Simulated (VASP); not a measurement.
Wanted: the native input for a VASP 6.6.1 run.

```
Task                   : single point
Functional             : r2SCAN
Potentials or basis    : VASP PAW PBE potentials, release 64 (V_sv)
Cutoff                 : 520 eV
k mesh                 : 17 × 17 × 8
Occupations            : fermi-dirac, width 0.1 eV
Spin                   : no spin polarisation
Dipole correction      : no
Further INCAR settings : ALGO = Normal; EDIFF = 1e-06; NBANDS = 20
```

The system is V.

```
V
1.0
    -1.83051    1.83044    1.25649
     1.83044   -1.83051    1.25649
     3.27317    3.27317   -1.25661
V
2
Direct
  0.99995 0.00005 0.00000
  0.75005 0.24995 0.50000
```

One way to write it, as run:

POSCAR

```
V
1.0
   -1.8305095406      1.8304446831      1.2564898539
    1.8304446831     -1.8305095406      1.2564898539
    3.2731706276      3.2731706276     -1.2566086406
V
2
Direct
    0.9999495862      0.0000504138      0.0000000000
    0.7500504138      0.2499495862      0.5000000000
```

INCAR.step1

```
SYSTEM = V
PREC = Accurate ; ENCUT = 520
ISMEAR = -1 ; SIGMA = 0.1
LREAL = .False. ; LASPH = .True.
NELM = 100 ; NBANDS = 20
GGA = PE ; ALGO = Normal
EDIFF = 1E-4 ; LWAVE = .True.
LCHARG = .False.
```

INCAR.step2

```
SYSTEM = V
PREC = Accurate ; ENCUT = 520
EDIFF = 1E-6 ; ISMEAR = -1
SIGMA = 0.1 ; LREAL = .False.
LASPH = .True. ; NELM = 100
ALGO = Normal ; ISIF = 2
LWAVE = .False. ; LCHARG = .False.
METAGGA = R2SCAN ; LMIXTAU = .True.
NBANDS = 20 ; ISTART = 1
```

KPOINTS

```
regular mesh
0
Gamma
  17 17 8
  0 0 0
```

Potentials or basis: VASP PAW PBE potentials, release 64 (V_sv).

Run with:

```bash
$ cat potpaw_PBE.64/V_sv/POTCAR > POTCAR
$ cp INCAR.step1 INCAR
$ mpirun -np 1 vasp_std > vasp.out
$ cp INCAR.step2 INCAR
$ mpirun -np 1 vasp_std > vasp.out
```

Results of the run:

```json
{"Pressure": "-16.6 GPa", "Band gap on the k mesh": "zero (bands 13 and 14 overlap by 1.61 eV)"}
```

Caveat: the cell stands under tension; the PAW data sets were made with another functional, which shifts forces and pressure a little.

It took 9.4 min on 1 thread of Intel(R) Xeon(R) 6975P-C (Granite Rapids) (shared host), peak memory 0.39 GiB.
